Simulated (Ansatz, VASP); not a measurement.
Co: VASP beside Ansatz

```
Co
1.0
     2.49539    0.00000    0.00000
    -1.24770    2.16107    0.00000
     0.00000    0.00000    4.03175
Co
2
Direct
  0.33333 0.66667 0.25000
  0.66667 0.33333 0.75000
```

Alike in both runs: task single point; functional PBE; k mesh 17 × 17 × 9; occupations fermi-dirac, width 0.05 eV; collinear spin.

```csv
,VASP,Ansatz
version,VASP 6.6.1,Ansatz 0.2.0
potentials or method,"VASP PAW PBE potentials, release 64 (Co), cutoff 520 eV","all-electron LAPW, non-relativistic"
```

|  | VASP | Ansatz | Ansatz less VASP |
| --- | --- | --- | --- |
| pressure (GPa) | -0.7 | 3.7 | +4.41 |
| traceless stress, the component that is largest in VASP (GPa) | -0.13 | -0.22 | -0.091 |
| net moment per atom (μB) | 1.62 | 1.61 | -0.010 |
| size of the moment on the site where the two differ most (μB) | 1.64 | 1.66 | +0.025 |

Site moments also hang on the region over which each program counts them. One of these differences is far larger than is usual between the two programs; its cause wasn't traced. Ansatz ran all-electron here, and VASP with PAW potentials.
